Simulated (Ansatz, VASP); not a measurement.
## LiNbO3 in VASP and in Ansatz

```xyz
10
Lattice="2.5945 1.4979 4.8232 -2.5945 1.4979 4.8232 0.0000 -2.9959 4.8232" Properties=species:S:1:pos:R:3 pbc="T T T"
Li    0.0000    0.0000    4.0745
Li    0.0000    0.0000   11.3093
Nb    0.0000    0.0000    0.0071
Nb    0.0000    0.0000    7.2419
O    -0.6423   -1.4586    5.7376
O     1.5843    0.1730    5.7376
O    -0.9420    1.2855    5.7376
O    -1.6525   -0.2124    8.1492
O     0.6423    1.5373    8.1492
O     1.0102   -1.3249    8.1492
```

Alike in both runs: task single point; functional PBE; k mesh 6 × 6 × 6; occupations gaussian, width 0.05 eV; no spin polarisation.

```csv
,VASP,Ansatz
version,VASP 6.6.1,Ansatz 0.2.0
potentials or method,"VASP PAW PBE potentials, release 64 (Li_sv, Nb_sv, O), cutoff 520 eV","scalar-relativistic, plane waves, PAW"
valence electrons in the cell,68,68
```

```tsv
	VASP	Ansatz	Ansatz less VASP
gap on the k mesh at the Fermi level (eV)	3.42	3.43	+0.013
least direct gap on the mesh (eV)	3.43	3.44	+0.012
rms of the force components (eV/Å)	0.161	0.166	+0.0049
```

Atom by atom the forces differ by 0.010 eV/Å (rms over components). The functional is the same, so the differences come from potentials, cutoffs and numerics.

Noted on VASP's run: the cutoff is under 1.25 times that of the potentials, so the pressure is a little rough.
